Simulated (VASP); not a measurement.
# Ca8S7 (a cell with a defect) in VASP: further runs, part 3 of 3

VASP 6.6.1. The steps go on from the part before.

### Step 5. Single point, PBE

INCAR

```
PREC     = Accurate       # precision mode
ENCUT    = 520            # plane-wave cutoff, eV
EDIFF    = 1E-6           # SCF threshold, eV
ISMEAR   = -1             # smearing method
SIGMA    = 0.05           # smearing width, eV
LREAL    = Auto         
LASPH    = True           # aspherical terms in the spheres
NELM     = 100            # most SCF steps
ALGO     = Normal         # electronic algorithm
ISIF     = 2              # what is computed and relaxed
LWAVE    = False          # write WAVECAR
LCHARG   = False          # write CHGCAR
GGA      = PE             # functional
NBANDS   = 74             # bands
```

KPOINTS

```
regular mesh
0
Gamma
  2 2 2
```

POSCAR

```
Ca8S7
1.0
    0.0000000000      5.6369920000      5.6369920000
    5.6369920000      0.0000000000      5.6369920000
    5.6369920000      5.6369920000      0.0000000000
Ca S
8 7
Direct
   -0.0046073331     -0.0476740964      0.0474037394
    0.0003126668      0.0155053440      0.5163463954
   -0.0023439806      0.4856460680     -0.0135103970
   -0.0046102602      0.5465349250      0.4532041202
    0.5010864837      0.0034953926     -0.0019759652
    0.4690811163      0.0147196413      0.5155667242
    0.5335780147      0.4833629354     -0.0158008030
    0.5010868385      0.4971506967      0.5043697951
    0.2523061058      0.2626002485      0.2317352056
    0.0893045440      0.2525460387      0.7534188447
    0.2674641901      0.7505833785      0.2514586680
    0.2523051301      0.7308906949      0.7634419208
    0.7446341063      0.2380713863      0.2713304365
    0.7280540756      0.7506592168      0.2515364577
    0.7446357916      0.7704887642      0.7389143004
```

Potentials or basis: VASP PAW PBE potentials, release 64 (Ca_sv, S).

Started as:

```sh
> cat potpaw_PBE.64/Ca_sv/POTCAR potpaw_PBE.64/S/POTCAR > POTCAR
> mpirun -np 1 vasp_std > vasp.out
```

OUTCAR:

```text
PREC = Accurate
   ENCUT = 520
   EDIFF = 1E-6
   ISMEAR = -1
   LREAL = Auto
   LASPH = True
   NELM = 100
   ISIF = 2
   GGA = PE

 ion  position               nearest neighbor table
   1  0.995  0.952  0.047-  10 2.49  14 2.67  11 2.71  12 2.86  13 2.88
   2  0.000  0.016  0.516-   9 2.83  12 2.83  15 2.83  13 2.83
   3  0.998  0.486  0.986-  12 2.83   9 2.83  15 2.84  13 2.84  10 2.86
   4  0.995  0.547  0.453-  10 2.49  14 2.67  11 2.71   9 2.86  15 2.88
   5  0.501  0.003  0.998-  14 2.71  11 2.74  15 2.78   9 2.78
   6  0.469  0.015  0.516-  15 2.82  13 2.82  12 2.83   9 2.83  10 2.91  14 2.98
   7  0.534  0.483  0.984-  15 2.82  13 2.82  12 2.84   9 2.84
   8  0.501  0.497  0.504-  14 2.71  11 2.74  13 2.78  12 2.78
   9  0.252  0.263  0.232-   5 2.78   3 2.83   2 2.83   6 2.83   7 2.84   4 2.86
  10  0.089  0.253  0.753-   4 2.49   1 2.49   3 2.86   6 2.91
  11  0.267  0.751  0.251-   4 2.71   1 2.71   8 2.74   5 2.74
  12  0.252  0.731  0.763-   8 2.78   3 2.83   2 2.83   6 2.83   7 2.84   1 2.86
  13  0.745  0.238  0.271-   8 2.78   6 2.82   7 2.82   2 2.83   3 2.84   1 2.88
  14  0.728  0.751  0.252-   4 2.67   1 2.67   8 2.71   5 2.71   6 2.98
  15  0.745  0.770  0.739-   5 2.78   6 2.82   7 2.82   2 2.83   3 2.84   4 2.88

  LATTYP: Found a face centered cubic cell.
 ALAT       =    11.2739840000

  Lattice vectors:

 A1 = (   0.0000000000,   5.6369920000,   5.6369920000)
 A2 = (   5.6369920000,   0.0000000000,   5.6369920000)
 A3 = (   5.6369920000,   5.6369920000,   0.0000000000)

Analysis of symmetry for initial positions (statically):
=====================================================================
 Subroutine PRICEL returns:
 Original cell was already a primitive cell.

 Routine SETGRP: Setting up the symmetry group for a
 face centered cubic supercell.

 Subroutine GETGRP returns: Found  1 space group operations
 (whereof  1 operations were pure point group operations)
 out of a pool of 48 trial point group operations.

The static configuration has the point symmetry C_1 .

Analysis of symmetry for dynamics (positions and initial velocities):
=====================================================================
 Subroutine PRICEL returns:
 Original cell was already a primitive cell.

 Routine SETGRP: Setting up the symmetry group for a
 face centered cubic supercell.

 Subroutine GETGRP returns: Found  1 space group operations
 (whereof  1 operations were pure point group operations)
 out of a pool of 48 trial point group operations.

The dynamic configuration has the point symmetry C_1 .

 Subroutine INISYM returns: Found  1 space group operations
 (whereof  1 operations are pure point group operations),
 and found     1 'primitive' translations

----------------------------------------------------------------------------------------

                                     Primitive cell

  volume of cell :     358.2385

  direct lattice vectors                    reciprocal lattice vectors
     0.000000000  5.636992000  5.636992000    -0.088699789  0.088699789  0.088699789
     5.636992000  0.000000000  5.636992000     0.088699789 -0.088699789  0.088699789
     5.636992000  5.636992000  0.000000000     0.088699789  0.088699789 -0.088699789

  length of vectors
     7.971910537  7.971910537  7.971910537     0.153632541  0.153632541  0.153632541

  position of ions in fractional coordinates (direct lattice)
[... 73 lines left out ...]
   dimension x,y,z NGX =    60 NGY =   60 NGZ =   60
   dimension x,y,z NGXF=   120 NGYF=  120 NGZF=  120
   ions per type =               8   7
   NGX,Y,Z   is equivalent  to a cutoff of  12.51, 12.51, 12.51 a.u.
   NGXF,Y,Z  is equivalent  to a cutoff of  25.02, 25.02, 25.02 a.u.
 SYSTEM =  unknown system
   PREC   = accura    normal or accurate (medium, high low for compatibility)
   ISTART =      0    job   : 0-new  1-cont  2-samecut
   ICHARG =      2    charge: 1-file 2-atom 10-const
   ISPIN  =      1    spin polarized calculation?
   LNONCOLLINEAR =      F non collinear calculations
   LSORBIT =      F    spin-orbit coupling
   LASPH  =      T    aspherical Exc in radial PAW
   ENCUT  =  520.0 eV  38.22 Ry    6.18 a.u.  14.82 14.82 14.82*2*pi/ulx,y,z
   NELM   =    100;   NELMIN=  2; NELMDL= -5     # of ELM steps
   EDIFF  = 0.1E-05   stopping-criterion for ELM
   LREAL  =      T    real-space projection
   EDIFFG = 0.1E-04   stopping-criterion for IOM
   NSW    =      0    number of steps for IOM
[... 5 lines left out ...]
   TEBEG  =    0.0;   TEEND  =   0.0 temperature during run
   PSTRESS=    0.0 pullay stress
   NELECT =     122.0000    total number of electrons
   NUPDOWN=      -1.0000    fix difference up-down
   EMIN   =  10.00;   EMAX   =-10.00  energy-range for DOS
   EFERMI =   0.00;   METHOD = LEGACY
   ISMEAR =    -1;   SIGMA  =   0.05  broadening in eV -4-tet -1-fermi 0-gaus
   EFERMI_NEDOS =   21; number of points for ismear=-14 and -15
   IALGO  =     38    algorithm
   IMIX   =      4    mixing-type and parameters
     AMIX     =   0.40;   BMIX     =  1.00
     AMIX_MAG =   1.60;   BMIX_MAG =  1.00
  volume/ion in A,a.u.               =      23.88       161.17
  Fermi-wavevector in a.u.,A,eV,Ry     =   1.143240  2.160410 17.782779  1.306997
  Thomas-Fermi vector in A             =   2.279936
   LORBIT       =      0    0 simple, 1 ext, 2 COOP (PROOUT), +10 PAW based schemes
   GGA     = PE    functional components
   LHFCALC =     F    Hartree Fock is set to
   AEXX    =    0.0000 exact exchange contribution
   IVDW    =     0    specifies the selected vdW correction
   LEPSILON=     F    determine dielectric tensor
   LRPA    =     F    only Hartree local field effects (RPA)
 non-spin polarized calculation
  energy-cutoff  :      520.00
  volume of cell :      358.24
 maximum number of plane-waves:      9684
 NGX is ok and might be reduce to    60
   NGX = 29   NGY = 29   NGZ = 29

 number of electron     121.9999996 magnetization

 Free energy of the ion-electron system (eV)
  ---------------------------------------------------
  ext. energy  EPLUGINS =         0.00000000
  ---------------------------------------------------
  free energy    TOTEN  =       -71.85330077 eV

  energy without entropy =      -71.82486494  energy(sigma->0) =      -71.83908285

 E-fermi :   5.0237     XC(G=0):  -9.1948

 val. band max:        5.0232479598   @ k =   0.0000   0.0000   0.0000
 cond. band min:       5.2244620889   @ k =   0.0000   0.0000   0.0000
 fundamental gap:      0.2012141291
 Fermi energy:         5.0236623051

 k-point     1 :       0.0000    0.0000    0.0000
  band No.  band energies     occupation
      1     -36.7693      2.00000
      2     -36.7619      2.00000
      3     -36.7528      2.00000
      4     -36.7381      2.00000
      5     -36.6456      2.00000
      6     -36.6416      2.00000
[... 597 lines left out ...]
     72       7.5909      0.00000
     73       7.6685      0.00000
 [bands above 73 left out]

------------------------ aborting loop because EDIFF is reached ----------------------------------------

  FORCE on cell =-STRESS in cart. coord.  units (eV):
  Direction    XX          YY          ZZ          XY          YZ          ZX
  --------------------------------------------------------------------------------------
  -------------------------------------------------------------------------------------
  Total        0.7795217     10.5596359     10.5590606      0.0993747     -4.2057320      0.0981450
  in kB        3.4863143     47.2266647     47.2240918      0.4444408    -18.8096158      0.4389414
  external PRESSURE =      32.6456903 kB  Pullay stress =       0.0000000 kB

 VOLUME and BASIS-vectors are now :
 -----------------------------------------------------------------------------
  energy-cutoff  :      520.00
  volume of cell :      358.24
      direct lattice vectors                 reciprocal lattice vectors
     0.000000000  5.636992000  5.636992000    -0.088699789  0.088699789  0.088699789
     5.636992000  0.000000000  5.636992000     0.088699789 -0.088699789  0.088699789
     5.636992000  5.636992000  0.000000000     0.088699789  0.088699789 -0.088699789

 POSITION                                       TOTAL-FORCE (eV/Angst)
 -----------------------------------------------------------------------------------
      5.63547      5.87823     10.97927         0.021297     -0.282036     -0.026913
      2.99804      2.91240      0.08917        -0.042523     -0.108085     -0.108589
      8.29842     11.18461      8.36136         0.133090     -0.029256     -0.029693
      5.63552      8.16571      8.69182         0.021074     -0.026993     -0.281708
      5.64556      8.45047      2.84432         0.002319     -0.103134     -0.028405
      2.98922      5.55045      2.72718        -0.082601     -0.045709     -0.046005
      8.27264      8.55570      5.73249         0.062721     -0.111676     -0.112307
      5.64556      5.66775      5.62706         0.002044     -0.028912     -0.103069
      2.78657      2.72854      2.90252         0.007364     -0.062644     -0.114770
      5.67062      4.75043      1.92701        -0.069551      1.310399      1.310975
      5.64850      2.92516      5.73873        -0.016282     -0.123251     -0.122470
      8.42354      5.72576      5.54227         0.007142     -0.114649     -0.063725
      2.87149      5.72698      5.53950        -0.021000     -0.121729     -0.072217
      5.64937      5.52194      8.33549        -0.003766     -0.079425     -0.079353
      8.50849      8.36276      8.54075        -0.021328     -0.072899     -0.121753
 -----------------------------------------------------------------------------------
    total drift:                                0.000126      0.002752      0.003175

  FREE ENERGIE OF THE ION-ELECTRON SYSTEM (eV)
  ---------------------------------------------------
  free  energy   TOTEN  =       -71.8533007684 eV

  energy  without entropy=      -71.8248649372  energy(sigma->0) =      -71.83908285
```

Run time: 15 min. Hardware: 1 thread of Oxide Virtual Turin-like, shared host; peak memory 0.5 GiB.

Results:

```
Free energy   : -71.8533 eV
Pressure      : 3.3 GPa
Largest force : 1.855 eV/Å
```

Forces on the atoms (eV/Å):
```
Ca   0.021 -0.282 -0.027
Ca  -0.043 -0.108 -0.109
Ca   0.133 -0.029 -0.030
Ca   0.021 -0.027 -0.282
Ca   0.002 -0.103 -0.028
Ca  -0.083 -0.046 -0.046
Ca   0.063 -0.112 -0.112
Ca   0.002 -0.029 -0.103
S    0.007 -0.063 -0.115
S   -0.070  1.310  1.311
S   -0.016 -0.123 -0.122
S    0.007 -0.115 -0.064
S   -0.021 -0.122 -0.072
S   -0.004 -0.079 -0.079
S   -0.021 -0.073 -0.122
```

Stress tensor (GPa, compression positive):
```
 0.35  0.04  0.04
 0.04  4.72 -1.88
 0.04 -1.88  4.72
```

Levels at points of the mesh, in eV from the Fermi level:
```
           k point  band 59  band 60  band 61  band 62  band 63  band 64
(0.00, 0.00, 0.00)    -2.76    -2.72    -0.84     0.00     0.20     0.28
(0.50, 0.00, 0.00)    -3.14    -3.11    -0.14     0.51     0.96     1.20
(0.00, 0.50, 0.00)    -3.19    -2.92    -0.31     0.44     0.52     0.99
(0.00, 0.00, 0.50)    -3.19    -2.92    -0.31     0.44     0.52     0.99
(0.50, 0.50, 0.50)    -3.12    -3.10    -0.15     0.51     0.96     1.20
(0.50, 0.50, 0.00)    -3.09    -2.75    -0.07     0.57     0.60     0.77
(0.00, 0.50, 0.50)    -3.08    -3.02    -0.44     0.54     0.68     0.99
(0.50, 0.00, 0.50)    -3.09    -2.75    -0.07     0.57     0.60     0.77
```

Caveat: the k points lie up to 0.48 Å⁻¹ apart.

### Step 6. Overview

| cell | gap on the mesh (eV) | pressure (GPa) | largest force (eV/Å) |
| --- | --- | --- | --- |
| as given, atomic positions A | - | 3.3 | 1.86 |
| as given, atomic positions B | 0.21 | 2.3 | 1.46 |
| as given, atomic positions C | 0.21 | 2.3 | 1.46 |
| as given, atomic positions D | - | 3.3 | 1.85 |

Alike in all rows: task single point; level PBE; potentials or basis VASP PAW PBE potentials, release 64 (Ca_sv, S); no spin polarisation; k mesh 2 × 2 × 2; cutoff (eV) 520; smearing fermi-dirac 0.05 eV.

Caveats: all runs use coarse meshes.

Total energies depend on the potentials used, so only differences within one code and one set of settings carry meaning.
